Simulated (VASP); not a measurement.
# F2 in VASP: phonons with PBE+D3(BJ)

Aim: the phonons of F2 with PBE+D3(BJ).

Program: VASP 6.6.1. These are calculated values, not measurements. Logs are shortened: lines on timing, memory, paths and dates and some standing lists are left out, and cuts for length are marked.

### 1 The cell of the first run

The cell holds a molecule in a box, 2 atoms: a = 11.851 Å, b = 12.351 Å, c = 12.851 Å, α = 90.00°, β = 90.00°, γ = 90.00°.

### 2 Phonons, PBE+D3(BJ)

INCAR reads:

```
PREC     = Accurate       # precision mode
ENCUT    = 600            # plane-wave cutoff, eV
EDIFF    = 1E-8           # SCF threshold, eV
ISMEAR   = 0              # smearing method
SIGMA    = 0.005          # smearing width, eV
LREAL    = False          # projectors in reciprocal space
LASPH    = True           # aspherical terms in the spheres
NELM     = 120            # most SCF steps
ALGO     = Normal         # electronic algorithm
ISIF     = 2              # what is computed and relaxed
LWAVE    = False          # write WAVECAR
LCHARG   = True           # write CHGCAR
GGA      = PE             # functional
IVDW     = 12             # dispersion correction
NBANDS   = 14             # bands
IBRION   = 6              # ionic algorithm
NFREE    = 2            
POTIM    = 0.015          # step
NSW      = 1              # ionic steps
GGA_COMPAT= False        
NELMDL   = -8
```

KPOINTS reads:

```
regular mesh
0
Gamma
  1 1 1
```

POSCAR reads:

```
F
1.0
   11.8512268750      0.0000000000      0.0000000000
    0.0000000000     12.3512268750      0.0000000000
    0.0000000000      0.0000000000     12.8512268750
F
2
Direct
    0.5178772000      0.5622687000      0.4931901300
    0.4922608500      0.4513357300      0.5068132800
```

Potentials or basis: VASP PAW PBE potentials, release 64 (F).

Command:

```
$ cat potpaw_PBE.64/F/POTCAR > POTCAR
$ mpirun -np 1 vasp_std > vasp.out
```

OUTCAR:

```text
PREC = Accurate
   ENCUT = 600
   EDIFF = 1E-8
   ISMEAR = 0
   LREAL = False
   LASPH = True
   NELM = 120
   ISIF = 2
   GGA = PE
   IVDW = 12
   IBRION = 6
   NFREE = 2
   POTIM = 0.015
   NSW = 1
   NELMDL = -8
 IVDW          = 12

 ion  position               nearest neighbor table
   1  0.518  0.562  0.493-   2 1.41
   2  0.492  0.451  0.507-   1 1.41

  LATTYP: Found a simple orthorhombic cell.
 ALAT       =    11.8512268750
 B/A-ratio  =     1.0421897248
 C/A-ratio  =     1.0843794495

  Lattice vectors:

 A1 = (  11.8512268750,   0.0000000000,   0.0000000000)
 A2 = (   0.0000000000,  12.3512268750,   0.0000000000)
 A3 = (   0.0000000000,   0.0000000000,  12.8512268750)

Analysis of symmetry for initial positions (statically):
=====================================================================
 Subroutine PRICEL returns:
 Original cell was already a primitive cell.

 Routine SETGRP: Setting up the symmetry group for a
 simple orthorhombic supercell.

 Subroutine GETGRP returns: Found  2 space group operations
 (whereof  1 operations were pure point group operations)
 out of a pool of  8 trial point group operations.

The static configuration has the point symmetry C_1 .
 The point group associated with its full space group is S_2 .

Analysis of symmetry for dynamics (positions and initial velocities):
=====================================================================
 Subroutine PRICEL returns:
 Original cell was already a primitive cell.

 Routine SETGRP: Setting up the symmetry group for a
 simple orthorhombic supercell.

 Subroutine GETGRP returns: Found  2 space group operations
 (whereof  1 operations were pure point group operations)
 out of a pool of  8 trial point group operations.

The dynamic configuration has the point symmetry C_1 .
 The point group associated with its full space group is S_2 .

 Subroutine INISYM returns: Found  2 space group operations
 (whereof  1 operations are pure point group operations),
 and found     1 'primitive' translations

----------------------------------------------------------------------------------------

                                     Primitive cell

  volume of cell :    1881.1265

  direct lattice vectors                    reciprocal lattice vectors
    11.851226875  0.000000000  0.000000000     0.084379450  0.000000000  0.000000000
     0.000000000 12.351226875  0.000000000     0.000000000  0.080963617  0.000000000
     0.000000000  0.000000000 12.851226875     0.000000000  0.000000000  0.077813582

  length of vectors
    11.851226875 12.351226875 12.851226875     0.084379450  0.080963617  0.077813582

  position of ions in fractional coordinates (direct lattice)
     0.517877200  0.562268700  0.493190130
     0.492260850  0.451335730  0.506813280

  ion indices of the primitive-cell ions
   primitive index   ion index
                 1           1
                 2           2

----------------------------------------------------------------------------------------

 KPOINTS: regular mesh

Automatic generation of k-mesh.
 Grid dimensions read from file:
 generate k-points for:    1    1    1

 Generating k-lattice:

  Cartesian coordinates                     Fractional coordinates (reciprocal lattice)
     0.084379450  0.000000000  0.000000000     1.000000000  0.000000000  0.000000000
     0.000000000  0.080963617  0.000000000     0.000000000  1.000000000  0.000000000
     0.000000000  0.000000000  0.077813582     0.000000000  0.000000000  1.000000000

  Length of vectors
     0.084379450  0.080963617  0.077813582

  Shift w.r.t. Gamma in fractional coordinates (k-lattice)
     0.000000000  0.000000000  0.000000000

 Subroutine IBZKPT returns following result:
 ===========================================

 Found      1 irreducible k-points:

 Following reciprocal coordinates:
            Coordinates               Weight
  0.000000  0.000000  0.000000      1.000000
   k-points           NKPTS =      1   k-points in BZ     NKDIM =      1   number of bands    NBANDS=     14
   number of dos      NEDOS =    301   number of ions     NIONS =      2
   total plane-waves  NPLWV = ******
   dimension x,y,z NGX =    96 NGY =  100 NGZ =  108
   dimension x,y,z NGXF=   192 NGYF=  200 NGZF=  216
   ions per type =               2
   NGX,Y,Z   is equivalent  to a cutoff of  13.47, 13.46, 13.97 a.u.
   NGXF,Y,Z  is equivalent  to a cutoff of  26.93, 26.92, 27.94 a.u.
 SYSTEM =  unknown system
   PREC   = accura    normal or accurate (medium, high low for compatibility)
   ISTART =      0    job   : 0-new  1-cont  2-samecut
   ICHARG =      2    charge: 1-file 2-atom 10-const
   ISPIN  =      1    spin polarized calculation?
   LNONCOLLINEAR =      F non collinear calculations
   LSORBIT =      F    spin-orbit coupling
   LASPH  =      T    aspherical Exc in radial PAW
   ENCUT  =  600.0 eV  44.10 Ry    6.64 a.u.  23.67 24.67 25.67*2*pi/ulx,y,z
   NELM   =    120;   NELMIN=  2; NELMDL= -8     # of ELM steps
   EDIFF  = 0.1E-07   stopping-criterion for ELM
   LREAL  =      F    real-space projection
   EDIFFG = 0.1E-06   stopping-criterion for IOM
   NSW    =     61    number of steps for IOM
   IBRION =      6    ionic relax: 0-MD 1-quasi-New 2-CG
   NFREE  =      2    steps in history (QN), initial steepest desc. (CG)
   ISIF   =      2    stress and relaxation
   ISYM   =      2    0-nonsym 1-usesym 2-fastsym
   POTIM  = 0.0150    time-step for ionic-motion
   TEBEG  =    0.0;   TEEND  =   0.0 temperature during run
   PSTRESS=    0.0 pullay stress
   NELECT =      14.0000    total number of electrons
   NUPDOWN=      -1.0000    fix difference up-down
   EMIN   =  10.00;   EMAX   =-10.00  energy-range for DOS
   EFERMI =   0.00;   METHOD = LEGACY
   ISMEAR =     0;   SIGMA  =   0.01  broadening in eV -4-tet -1-fermi 0-gaus
   EFERMI_NEDOS =   21; number of points for ismear=-14 and -15
   IALGO  =     38    algorithm
   IMIX   =      4    mixing-type and parameters
     AMIX     =   0.40;   BMIX     =  1.00
     AMIX_MAG =   1.60;   BMIX_MAG =  1.00
  volume/ion in A,a.u.               =     940.56      6347.23
  Fermi-wavevector in a.u.,A,eV,Ry     =   0.319628  0.604009  1.389999  0.102162
  Thomas-Fermi vector in A             =   1.205525
   LORBIT       =      0    0 simple, 1 ext, 2 COOP (PROOUT), +10 PAW based schemes
   GGA     = PE    functional components
   LHFCALC =     F    Hartree Fock is set to
   AEXX    =    0.0000 exact exchange contribution
   IVDW    =    12    specifies the selected vdW correction
   LEPSILON=     F    determine dielectric tensor
   LRPA    =     F    only Hartree local field effects (RPA)
 finite differences with symmetry
 non-spin polarized calculation
 Gauss-broadening in eV      SIGMA  =   0.01
  energy-cutoff  :      600.00
  volume of cell :     1881.13
 maximum number of plane-waves:     62865
 NGX is ok and might be reduce to    96
   NGX = 47   NGY = 49   NGZ = 51

--------------------------------------- Ionic step        1  -------------------------------------------

 number of electron      14.0000001 magnetization

 Free energy of the ion-electron system (eV)
  ---------------------------------------------------
  ext. energy  EPLUGINS =         0.00000000
  ---------------------------------------------------
  free energy    TOTEN  =        -3.62071948 eV

  energy without entropy =       -3.62071948  energy(sigma->0) =       -3.62071948

------------------------ aborting loop because EDIFF is reached ----------------------------------------

 Edisp (eV)   -0.00458

 E8    (eV) :    -0.0012
[... 231 lines left out ...]
--------------------------------------- Ionic step        7  -------------------------------------------

 number of electron      14.0000005 magnetization

 Free energy of the ion-electron system (eV)
  ---------------------------------------------------
  ext. energy  EPLUGINS =         0.00000000
  ---------------------------------------------------
  free energy    TOTEN  =        -3.62132458 eV

  energy without entropy =       -3.62132458  energy(sigma->0) =       -3.62132458

 E-fermi :  -9.3055     XC(G=0):  -0.2913

 val. band max:       -9.3981925953   @ k =   0.0000   0.0000   0.0000
 cond. band min:      -5.8910536969   @ k =   0.0000   0.0000   0.0000
 fundamental gap:      3.5071388984
 Fermi energy:        -9.3054680687

 k-point     1 :       0.0000    0.0000    0.0000
  band No.  band energies     occupation
      1     -33.9403      2.00000
      2     -27.6683      2.00000
      3     -15.3304      2.00000
      4     -12.7486      2.00000
      5     -12.7486      2.00000
      6      -9.3982      2.00000
      7      -9.3982      2.00000
      8      -5.8911      0.00000
      9      -0.2372      0.00000
     10       0.6000      0.00000
     11       0.7720      0.00000
     12       0.8087      0.00000
     13       0.9065      0.00000
     14       0.9409      0.00000
[... 31 lines left out ...]
  FREE ENERGIE OF THE ION-ELECTRON SYSTEM (eV)
  ---------------------------------------------------
  free  energy   TOTEN  =        -3.6259023504 eV

  energy  without entropy=       -3.6259023504  energy(sigma->0) =       -3.62590235

 INTERNAL STRAIN TENSORS FROM DISPLACED ATOMS
 ============================================

 INTERNAL STRAIN TENSOR FOR ION    1 for displacements in x,y,z  (eV/Angst):
          X           Y           Z          XY          YZ          ZX
  --------------------------------------------------------------------------------
  x    -0.38114   -10.50259    -0.16164    -2.01129     1.34309     0.25832
  y    -2.28410   -46.83384    -0.72740   -10.45985     6.03462     1.34623
  z     0.29162     6.05773     0.00362     1.34351    -0.45778    -0.09991

 INTERNAL STRAIN TENSOR FOR ION    2 for displacements in x,y,z  (eV/Angst):
          X           Y           Z          XY          YZ          ZX
  --------------------------------------------------------------------------------
  x     0.38114    10.50259     0.16164     2.01129    -1.34309    -0.25832
  y     2.28410    46.83384     0.72740    10.45985    -6.03462    -1.34623
  z    -0.29162    -6.05773    -0.00362    -1.34351     0.45778     0.09991

 Eigenvectors and eigenvalues of the dynamical matrix
 ----------------------------------------------------

   1 f  =   30.819869 THz   193.646950 2PiTHz 1028.040184 cm-1   127.460681 meV
             X         Y         Z           dx          dy          dz
      6.137480  6.944708  6.338098    -0.151751   -0.685072    0.087450
      5.833895  5.574550  6.513172     0.151751    0.685072   -0.087450

   2 f  =    0.000000 THz     0.000000 2PiTHz    0.000000 cm-1     0.000000 meV
             X         Y         Z           dx          dy          dz
      6.137480  6.944708  6.338098    -0.707056   -0.000806    0.008439
      5.833895  5.574550  6.513172    -0.707056   -0.000806    0.008439

   3 f/i=    0.000000 THz     0.000001 2PiTHz    0.000006 cm-1     0.000001 meV
             X         Y         Z           dx          dy          dz
      6.137480  6.944708  6.338098     0.008447   -0.006817    0.707023
      5.833895  5.574550  6.513172     0.008447   -0.006817    0.707023
[... 11 lines left out ...]
   6 f/i=    2.672694 THz    16.793034 2PiTHz   89.151489 cm-1    11.053371 meV
             X         Y         Z           dx          dy          dz
      6.137480  6.944708  6.338098     0.026809    0.083626    0.701632
      5.833895  5.574550  6.513172    -0.026809   -0.083626   -0.701632

 ELASTIC MODULI CONTR FROM IONIC RELAXATION (kBar)
 Direction    XX          YY          ZZ          XY          YZ          ZX
 --------------------------------------------------------------------------------
 XX          -0.1253     -2.6014     -0.0398     -0.5771      0.3329      0.0738
 YY          -2.6014    -53.9936     -0.8258    -11.9775      6.9102      1.5314
 ZZ          -0.0398     -0.8258     -0.0126     -0.1832      0.1057      0.0234
 XY          -0.5771    -11.9775     -0.1832     -2.6570      1.5329      0.3397
 YZ           0.3329      6.9102      0.1057      1.5329     -0.8844     -0.1960
 ZX           0.0738      1.5314      0.0234      0.3397     -0.1960     -0.0434
 --------------------------------------------------------------------------------
```

Wall time 18 min (1 thread of Intel Xeon Platinum 8375C at 2.90GHz (Ice Lake), shared host); peak memory 1.6 GiB.

What came out:

```yaml
Highest_phonon_frequency_at_Γ: 1028 cm⁻¹
Most_unstable_mode: 89i cm⁻¹
Dispersion_energy_per_atom: -0.002 eV
```

Phonon frequencies in cm⁻¹ (negative: imaginary):
```csv
q point,frequencies
"(0.000, 0.000, 0.000)",-89 -82 0 0 0 1028
```

Caveat: some modes are imaginary.
